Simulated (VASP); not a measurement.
# Pt (Fm-3m) in VASP: notebook

Pt is run at these levels: LDA, PBE, BLYP; tasks: single point.

All numbers are computed with VASP 6.6.1; they aren't measurements. Logs are shortened: lines on timing, memory, paths and dates and some standing lists are left out, and cuts for length are marked.

**1. The cell of the first run**

The structure is cubic, space group Fm-3m (No. 225). The conventional cell has a = 3.973 Å, b = 3.973 Å, c = 3.973 Å, α = 90.00°, β = 90.00°, γ = 90.00°. Pt (site symmetry m-3m) has 12 Pt at 2.81 Å within 3.7 Å.

**2. Single point, LDA (volume scaled by 1.04)**

INCAR reads:

```
SYSTEM = Pt
  PREC = Accurate
  ENCUT = 520
  EDIFF = 1E-6
  ISMEAR = -1
  SIGMA = 0.05
  LREAL = .FALSE.
  LASPH = .TRUE.
  NELM = 100
  ALGO = Fast
  ISIF = 2
  LWAVE = .FALSE.
  LCHARG = .FALSE.
  NBANDS = 11
```

KPOINTS reads:

```
Automatic mesh
0
G
  12 12 12
  0 0 0
```

POSCAR reads:

```
Pt
1.0
    0.0000000000      1.9867042750      1.9867042750
    1.9867042750      0.0000000000      1.9867042750
    1.9867042750      1.9867042750      0.0000000000
Pt
1
Direct
    0.0000000000      0.0000000000      0.0000000000
```

Potentials or basis: VASP PAW LDA potentials, release 64 (Pt).

Command:

```console
> cat potpaw_LDA.64/Pt/POTCAR > POTCAR
> mpirun -np 1 vasp_std > vasp.out
```

OUTCAR:

```text
SYSTEM = Pt
   PREC = Accurate
   ENCUT = 520
   EDIFF = 1E-6
   ISMEAR = -1
   LREAL = .FALSE.
   LASPH = .TRUE.
   NELM = 100
   ISIF = 2

 ion  position               nearest neighbor table
   1  0.000  0.000  0.000-

  LATTYP: Found a face centered cubic cell.
 ALAT       =     3.9734085500

  Lattice vectors:

 A1 = (   0.0000000000,   1.9867042750,   1.9867042750)
 A2 = (   1.9867042750,   0.0000000000,   1.9867042750)
 A3 = (   1.9867042750,   1.9867042750,   0.0000000000)

Analysis of symmetry for initial positions (statically):
=====================================================================
 Subroutine PRICEL returns:
 Original cell was already a primitive cell.

 Routine SETGRP: Setting up the symmetry group for a
 face centered cubic supercell.

 Subroutine GETGRP returns: Found 48 space group operations
 (whereof 48 operations were pure point group operations)
 out of a pool of 48 trial point group operations.

The static configuration has the point symmetry O_h .

Analysis of symmetry for dynamics (positions and initial velocities):
=====================================================================
 Subroutine PRICEL returns:
 Original cell was already a primitive cell.

 Routine SETGRP: Setting up the symmetry group for a
 face centered cubic supercell.

 Subroutine GETGRP returns: Found 48 space group operations
 (whereof 48 operations were pure point group operations)
 out of a pool of 48 trial point group operations.

The dynamic configuration has the point symmetry O_h .

 Subroutine INISYM returns: Found 48 space group operations
 (whereof 48 operations are pure point group operations),
 and found     1 'primitive' translations

----------------------------------------------------------------------------------------

                                     Primitive cell

  volume of cell :      15.6830

  direct lattice vectors                    reciprocal lattice vectors
     0.000000000  1.986704275  1.986704275    -0.251673088  0.251673088  0.251673088
     1.986704275  0.000000000  1.986704275     0.251673088 -0.251673088  0.251673088
     1.986704275  1.986704275  0.000000000     0.251673088  0.251673088 -0.251673088

  length of vectors
     2.809624130  2.809624130  2.809624130     0.435910575  0.435910575  0.435910575

  position of ions in fractional coordinates (direct lattice)
     0.000000000  0.000000000  0.000000000

  ion indices of the primitive-cell ions
   primitive index   ion index
                 1           1

----------------------------------------------------------------------------------------

 KPOINTS: Automatic mesh

Automatic generation of k-mesh.
 Grid dimensions read from file:
 generate k-points for:   12   12   12

 Generating k-lattice:

  Cartesian coordinates                     Fractional coordinates (reciprocal lattice)
    -0.020972757  0.020972757  0.020972757     0.083333333  0.000000000  0.000000000
     0.020972757 -0.020972757  0.020972757     0.000000000  0.083333333  0.000000000
     0.020972757  0.020972757 -0.020972757     0.000000000  0.000000000  0.083333333

  Length of vectors
     0.036325881  0.036325881  0.036325881

  Shift w.r.t. Gamma in fractional coordinates (k-lattice)
     0.000000000  0.000000000  0.000000000

 Subroutine IBZKPT returns following result:
 ===========================================

 Found     72 irreducible k-points:

 Following reciprocal coordinates:
            Coordinates               Weight
  0.000000  0.000000  0.000000      1.000000
  0.083333  0.000000  0.000000      8.000000
  0.166667  0.000000  0.000000      8.000000
  0.250000  0.000000  0.000000      8.000000
  0.333333  0.000000  0.000000      8.000000
  0.416667  0.000000  0.000000      8.000000
[... 16 lines left out ...]
  0.500000  0.166667  0.000000     24.000000
 -0.416667  0.166667  0.000000     24.000000
 [... further k-points ...]
   k-points           NKPTS =     72   k-points in BZ     NKDIM =     72   number of bands    NBANDS=     11
   number of dos      NEDOS =    301   number of ions     NIONS =      1
   total plane-waves  NPLWV =  13824
   dimension x,y,z NGX =    24 NGY =   24 NGZ =   24
   dimension x,y,z NGXF=    48 NGYF=   48 NGZF=   48
   ions per type =               1
   NGX,Y,Z   is equivalent  to a cutoff of  14.20, 14.20, 14.20 a.u.
   NGXF,Y,Z  is equivalent  to a cutoff of  28.40, 28.40, 28.40 a.u.
 SYSTEM =  Pt
   PREC   = accura    normal or accurate (medium, high low for compatibility)
   ISTART =      0    job   : 0-new  1-cont  2-samecut
   ICHARG =      2    charge: 1-file 2-atom 10-const
   ISPIN  =      1    spin polarized calculation?
   LNONCOLLINEAR =      F non collinear calculations
   LSORBIT =      F    spin-orbit coupling
   LASPH  =      T    aspherical Exc in radial PAW
   ENCUT  =  520.0 eV  38.22 Ry    6.18 a.u.   5.22  5.22  5.22*2*pi/ulx,y,z
   NELM   =    100;   NELMIN=  2; NELMDL= -5     # of ELM steps
   EDIFF  = 0.1E-05   stopping-criterion for ELM
   LREAL  =      F    real-space projection
   EDIFFG = 0.1E-04   stopping-criterion for IOM
   NSW    =      0    number of steps for IOM
   IBRION =     -1    ionic relax: 0-MD 1-quasi-New 2-CG
   NFREE  =      0    steps in history (QN), initial steepest desc. (CG)
   ISIF   =      2    stress and relaxation
   ISYM   =      2    0-nonsym 1-usesym 2-fastsym
   POTIM  = 0.5000    time-step for ionic-motion
   TEBEG  =    0.0;   TEEND  =   0.0 temperature during run
   PSTRESS=    0.0 pullay stress
   NELECT =      10.0000    total number of electrons
   NUPDOWN=      -1.0000    fix difference up-down
   EMIN   =  10.00;   EMAX   =-10.00  energy-range for DOS
   EFERMI =   0.00;   METHOD = LEGACY
   ISMEAR =    -1;   SIGMA  =   0.05  broadening in eV -4-tet -1-fermi 0-gaus
   EFERMI_NEDOS =   21; number of points for ismear=-14 and -15
   IALGO  =     68    algorithm
   IMIX   =      4    mixing-type and parameters
     AMIX     =   0.40;   BMIX     =  1.00
     AMIX_MAG =   1.60;   BMIX_MAG =  1.00
  volume/ion in A,a.u.               =      15.68       105.83
  Fermi-wavevector in a.u.,A,eV,Ry     =   1.409067  2.662750 27.013952  1.985469
  Thomas-Fermi vector in A             =   2.531161
   LORBIT       =      0    0 simple, 1 ext, 2 COOP (PROOUT), +10 PAW based schemes
   GGA     = CA    functional components
   LHFCALC =     F    Hartree Fock is set to
   AEXX    =    0.0000 exact exchange contribution
   IVDW    =     0    specifies the selected vdW correction
   LEPSILON=     F    determine dielectric tensor
   LRPA    =     F    only Hartree local field effects (RPA)
 non-spin polarized calculation
 RMM-DIIS sequential band-by-band and
  energy-cutoff  :      520.00
  volume of cell :       15.68
 maximum number of plane-waves:       444
 NGX is ok and might be reduce to    24
   NGX = 11   NGY = 11   NGZ = 11

 number of electron      10.0000002 magnetization

 Free energy of the ion-electron system (eV)
  ---------------------------------------------------
  ext. energy  EPLUGINS =         0.00000000
  ---------------------------------------------------
  free energy    TOTEN  =        -7.47179821 eV

  energy without entropy =       -7.45579321  energy(sigma->0) =       -7.46379571

 E-fermi :  10.4094     XC(G=0): -13.4601

 val. band max:       10.4080422173   @ k =   0.5000   0.4167   0.0833
 cond. band min:      10.4106377024   @ k =   0.4167   0.4167   0.0000
 fundamental gap:      0.0025954851
 Fermi energy:        10.4094398529

 k-point     1 :       0.0000    0.0000    0.0000
  band No.  band energies     occupation
      1       0.5767      2.00000
      2       6.8141      2.00000
      3       6.8141      2.00000
      4       6.8141      2.00000
      5       8.8721      2.00000
      6       8.8721      2.00000
      7      25.1167      0.00000
      8      29.8157      0.00000
      9      29.8157      0.00000
     10      29.8157      0.00000
     11      35.1249      0.00000

 k-point     2 :       0.0833    0.0000    0.0000
  band No.  band energies     occupation
      1       0.8442      2.00000
      2       6.7021      2.00000
      3       6.9165      2.00000
      4       6.9165      2.00000
      5       8.8184      2.00000
      6       8.8184      2.00000
      7      25.5160      0.00000
      8      28.5131      0.00000
      9      30.2168      0.00000
     10      30.2168      0.00000
     11      36.3842      0.00000

 k-point     3 :       0.1667    0.0000    0.0000
  band No.  band energies     occupation
      1       1.5884      2.00000
      2       6.4782      2.00000
      3       7.1263      2.00000
      4       7.1263      2.00000
      5       8.7753      2.00000
      6       8.7753      2.00000
      7      26.1039      0.00000
      8      26.4737      0.00000
      9      31.3229      0.00000
     10      31.3229      0.00000
     11      34.7773      0.00000

 k-point     4 :       0.2500    0.0000    0.0000
  band No.  band energies     occupation
      1       2.5640      2.00000
      2       6.4898      2.00000
      3       7.1760      2.00000
      4       7.1760      2.00000
      5       9.0376      2.00000
      6       9.0376      2.00000
      7      23.4556      0.00000
      8      26.6989      0.00000
      9      32.5440      0.00000
     10      32.5440      0.00000
     11      33.5397      0.00000

 k-point     5 :       0.3333    0.0000    0.0000
  band No.  band energies     occupation
      1       3.2419      2.00000
      2       7.0141      2.00000
      3       7.0141      2.00000
      4       7.3065      2.00000
      5       9.6240      2.00000
      6       9.6240      2.00000
      7      20.4172      0.00000
      8      25.7923      0.00000
      9      31.2674      0.00000
     10      31.2674      0.00000
     11      35.0961      0.00000
[... 211 lines left out ...]
 k-point    21 :       0.3333    0.1667    0.0000
  band No.  band energies     occupation
      1       3.6205      2.00000
      2       5.6983      2.00000
      3       6.9342      2.00000
      4       7.8475      2.00000
      5       9.3999      2.00000
      6       9.9128      1.99990
      7      22.9195      0.00000
      8      27.3205      0.00000
      9      27.9036      0.00000
     10      29.9575      0.00000
     11      34.1016      0.00000

 k-point    22 :       0.4167    0.1667    0.0000
  band No.  band energies     occupation
      1       4.0726      2.00000
      2       6.2097      2.00000
      3       6.6968      2.00000
      4       7.6804      2.00000
      5      10.3753      1.32887
      6      10.9235      0.00007
      7      19.5497      0.00000
      8      26.2442      0.00000
      9      27.3372      0.00000
     10      29.1576      0.00000
     11      36.6951      0.00000

 k-point    23 :       0.5000    0.1667    0.0000
  band No.  band energies     occupation
      1       4.1636      2.00000
      2       6.2270      2.00000
      3       7.3929      2.00000
      4       7.5033      2.00000
      5      10.4926      0.31858
      6      12.8032      0.00000
      7      16.5957      0.00000
      8      25.4558      0.00000
      9      27.4304      0.00000
     10      27.8771      0.00000
     11      37.2642      0.00000

 k-point    24 :      -0.4167    0.1667    0.0000
  band No.  band energies     occupation
      1       4.2183      2.00000
      2       6.2375      2.00000
      3       7.4206      2.00000
      4       7.7002      2.00000
      5      10.1191      1.99401
      6      13.3477      0.00000
      7      16.1513      0.00000
      8      24.9907      0.00000
      9      27.0886      0.00000
     10      28.5193      0.00000
     11      36.8339      0.00000

 [... further k-points ...]
[... 5 lines left out ...]
  --------------------------------------------------------------------------------------
  -------------------------------------------------------------------------------------
  Total       -1.4779100     -1.4779100     -1.4779100      0.0000000      0.0000000     -0.0000000
  in kB     -150.9832914   -150.9832914   -150.9832914      0.0000000      0.0000000     -0.0000000
  external PRESSURE =    -150.9832914 kB  Pullay stress =       0.0000000 kB

 VOLUME and BASIS-vectors are now :
 -----------------------------------------------------------------------------
  energy-cutoff  :      520.00
  volume of cell :       15.68
      direct lattice vectors                 reciprocal lattice vectors
     0.000000000  1.986704275  1.986704275    -0.251673088  0.251673088  0.251673088
     1.986704275  0.000000000  1.986704275     0.251673088 -0.251673088  0.251673088
     1.986704275  1.986704275  0.000000000     0.251673088  0.251673088 -0.251673088

 POSITION                                       TOTAL-FORCE (eV/Angst)
 -----------------------------------------------------------------------------------
      0.00000      0.00000      0.00000        -0.000000      0.000000     -0.000000
 -----------------------------------------------------------------------------------
    total drift:                               -0.000000      0.000000     -0.000000

  FREE ENERGIE OF THE ION-ELECTRON SYSTEM (eV)
  ---------------------------------------------------
  free  energy   TOTEN  =        -7.4717982104 eV

  energy  without entropy=       -7.4557932134  energy(sigma->0) =       -7.46379571
```

Wall time 9.1 s (1 thread of Intel Xeon Platinum 8259CL at 2.50GHz (Skylake/Cascade Lake), shared host); peak memory 0.13 GiB.

Results:

```yaml
Free_energy: -7.4718 eV
Pressure: -15.1 GPa
Band_gap_on_the_k_mesh: zero (band 5 reaches 10.85 eV, above the bottom of band 6 at 8.78 eV)
```

Levels at points of the mesh, in eV from the Fermi level:
| k point | band 1 | band 2 | band 3 | band 4 | band 5 | band 6 | band 7 | band 8 | band 9 | band 10 |
| --- | --- | --- | --- | --- | --- | --- | --- | --- | --- | --- |
| (0.00, 0.00, 0.00) | -9.83 | -3.60 | -3.60 | -3.60 | -1.54 | -1.54 | 14.71 | 19.41 | 19.41 | 19.41 |
| (0.50, 0.00, 0.00) | -6.97 | -3.64 | -3.64 | -0.34 | 0.03 | 0.03 | 5.52 | 14.26 | 18.60 | 18.60 |
| (0.50, 0.50, 0.00) | -6.69 | -6.27 | 0.01 | 0.44 | 0.44 | 1.82 | 8.43 | 11.19 | 11.19 | 19.71 |

Caveat: the cell differs from its parent crystal (volume scaled by 1.04); spin-orbit coupling is left out, which moves the levels of the heavy elements.

**3. Single point, LDA (volume scaled by 1.06)**

INCAR reads:

```
SYSTEM = Pt
  PREC = Accurate
  ENCUT = 520
  EDIFF = 1E-6
  ISMEAR = -1
  SIGMA = 0.05
  LREAL = .False.
  LASPH = .True.
  NELM = 100
  ALGO = Normal
  ISIF = 2
  LWAVE = .False.
  LCHARG = .False.
  NBANDS = 11
```

KPOINTS reads:

```
Automatic mesh
0
Gamma
  12 12 12
  0 0 0
```

POSCAR reads:

```
Pt
1.0
    0.0000000000      1.9993587835      1.9993587835
    1.9993587835      0.0000000000      1.9993587835
    1.9993587835      1.9993587835      0.0000000000
Pt
1
Direct
    0.0000000000      0.0000000000      0.0000000000
```

Potentials or basis: VASP PAW LDA potentials, release 64 (Pt).

Command:

```console
> cat potpaw_LDA.64/Pt/POTCAR > POTCAR
> mpirun -np 1 vasp_std > vasp.out
```

Run time: 8.1 s. Hardware: 1 thread of Intel Xeon Platinum 8259CL at 2.50GHz (Skylake/Cascade Lake), shared host; peak memory 0.14 GiB.

Results (log left out):

| Item | Value |
| --- | --- |
| Free energy | -7.4398 eV |
| Pressure | -19.1 GPa |
| Band gap on the k mesh | zero (band 5 reaches 10.48 eV, above the bottom of band 6 at 8.47 eV) |

Levels at points of the mesh, in eV from the Fermi level:
```tsv
k point	band 2	band 3	band 4	band 5	band 6	band 7	band 8	band 9
(0.00, 0.00, 0.00)	-3.48	-3.48	-3.48	-1.49	-1.49	14.75	19.35	19.35
(0.50, 0.00, 0.00)	-3.52	-3.52	-0.27	0.02	0.02	5.38	14.30	18.47
(0.50, 0.50, 0.00)	-6.08	0.01	0.42	0.42	1.86	8.23	11.13	11.13
```

Caveat: the cell differs from its parent crystal (volume scaled by 1.06); spin-orbit coupling is left out, which moves the levels of the heavy elements.

**4. Single point, PBE**

This run uses another cell than the first one, of 15.08 Å³/atom, 0.962 times its volume.

INCAR reads:

```
  PREC = Accurate
  ENCUT = 520
  EDIFF = 1E-7
  ISMEAR = 0
  SIGMA = 0.024
  LREAL = False
  LASPH = True
  NELM = 60
  ALGO = Normal
  ISIF = 2
  LWAVE = False
  LCHARG = False
  GGA = PE
  NBANDS = 11
```

KPOINTS reads:

```
Automatic mesh
0
Gamma
  12 12 12
```

POSCAR reads:

```
Pt
1.0
    0.0000000000      1.9609000000      1.9609000000
    1.9609000000      0.0000000000      1.9609000000
    1.9609000000      1.9609000000      0.0000000000
Pt
1
Direct
    0.0000000000      0.0000000000      0.0000000000
```

Potentials or basis: VASP PAW PBE potentials, release 64 (Pt).

Command:

```console
> cat potpaw_PBE.64/Pt/POTCAR > POTCAR
> mpirun -np 1 vasp_std > vasp.out
```

Wall time 5.9 s (1 thread of Intel Xeon 6975P-C (Granite Rapids), shared host); peak memory 0.15 GiB.

It converged, with:

```
Free energy            : -6.0835 eV
Pressure               : 9.7 GPa
Band gap on the k mesh : zero (band 5 reaches 11.78 eV, above the bottom of band 6 at 9.54 eV)
```

Levels at points of the mesh, in eV from the Fermi level:
```csv
k point,band 1,band 2,band 3,band 4,band 5,band 6,band 7,band 8,band 9,band 10
"(0.00, 0.00, 0.00)",-10.25,-3.81,-3.81,-3.81,-1.65,-1.65,14.61,19.58,19.58,19.58
"(0.50, 0.00, 0.00)",-7.35,-3.87,-3.87,-0.50,0.02,0.02,5.82,14.18,18.96,18.96
"(0.50, 0.50, 0.00)",-7.10,-6.64,-0.01,0.48,0.48,1.75,8.86,11.37,11.37,20.12
```

Caveat: spin-orbit coupling is left out, which moves the levels of the heavy elements.

**5. Single point, BLYP**

This run uses another cell than the first one, of 16.64 Å³/atom, 1.061 times its volume.

INCAR reads:

```
SYSTEM = Pt
PREC     = Accurate       ! precision mode
ENCUT    = 520            ! plane-wave cutoff, eV
EDIFF    = 1E-6           ! SCF threshold, eV
ISMEAR   = -1             ! smearing method
SIGMA    = 0.05           ! smearing width, eV
LREAL    = .False.        ! projectors in reciprocal space
LASPH    = .True.         ! aspherical terms in the spheres
NELM     = 100            ! most SCF steps
ALGO     = Fast           ! electronic algorithm
ISIF     = 2              ! what is computed and relaxed
LWAVE    = .False.        ! write WAVECAR
LCHARG   = .False.        ! write CHGCAR
GGA      = B5             ! functional
ALDAX    = 1.0          
AGGAX    = 1.0          
AGGAC    = 1.0          
ALDAC    = 0.0          
NBANDS   = 11             ! bands
```

KPOINTS reads:

```
regular mesh
0
Gamma
  12 12 12
  0 0 0
```

POSCAR reads:

```
Pt
1.0
    0.0000000000      2.0263536499      2.0263536499
    2.0263536499      0.0000000000      2.0263536499
    2.0263536499      2.0263536499      0.0000000000
Pt
1
Direct
    0.0000000000      0.0000000000      0.0000000000
```

Command:

```console
> cat potpaw_PBE.64/Pt/POTCAR > POTCAR
> mpirun -np 1 vasp_std > vasp.out
```

It took 8.5 s on 1 thread of Intel Xeon 6975P-C (Granite Rapids), shared host; peak memory 0.14 GiB.

It converged, with:

* Free energy: -5.0128 eV
* Pressure: 1.0 GPa
* Band gap on the k mesh: zero (band 5 reaches 10.46 eV, above the bottom of band 6 at 8.56 eV)

Levels at points of the mesh, in eV from the Fermi level:
```tsv
k point	band 3	band 4	band 5	band 6	band 7	band 8
(0.00, 0.00, 0.00)	-3.25	-3.25	-1.42	-1.42	15.14	19.40
(0.50, 0.00, 0.00)	-3.29	0.01	0.01	0.17	5.13	14.71
(0.50, 0.50, 0.00)	-0.03	0.39	0.39	2.17	7.85	11.17
```

Caveat: the PAW data sets were made with another functional, which shifts forces and pressure a little; spin-orbit coupling is left out, which moves the levels of the heavy elements.

**6. Summary**

| level | potentials or basis | cell | smearing | gap on the mesh (eV) | pressure (GPa) |
| --- | --- | --- | --- | --- | --- |
| LDA | VASP PAW LDA potentials, release 64 (Pt) | a = 2.810 Å, angles 60.0°, 1 atom | fermi-dirac 0.05 eV | none | -15.1 |
| LDA | VASP PAW LDA potentials, release 64 (Pt) | a = 2.828 Å, angles 60.0°, 1 atom | fermi-dirac 0.05 eV | none | -19.1 |
| PBE | VASP PAW PBE potentials, release 64 (Pt) | a = 2.773 Å, angles 60.0°, 1 atom | gaussian 0.024 eV | none | 9.7 |
| BLYP | VASP PAW PBE potentials, release 64 (Pt) | a = 2.866 Å, angles 60.0°, 1 atom | fermi-dirac 0.05 eV | none | 1.0 |

Alike in all rows: task single point; no spin polarisation; k mesh 12 × 12 × 12; cutoff (eV) 520.

Caveats: spin-orbit coupling is left out, which moves the levels of the heavy elements; the PAW data sets were made with another functional, which shifts forces and pressure a little (some runs).

Total energies depend on the potentials used, so only differences within one code and one set of settings carry meaning.
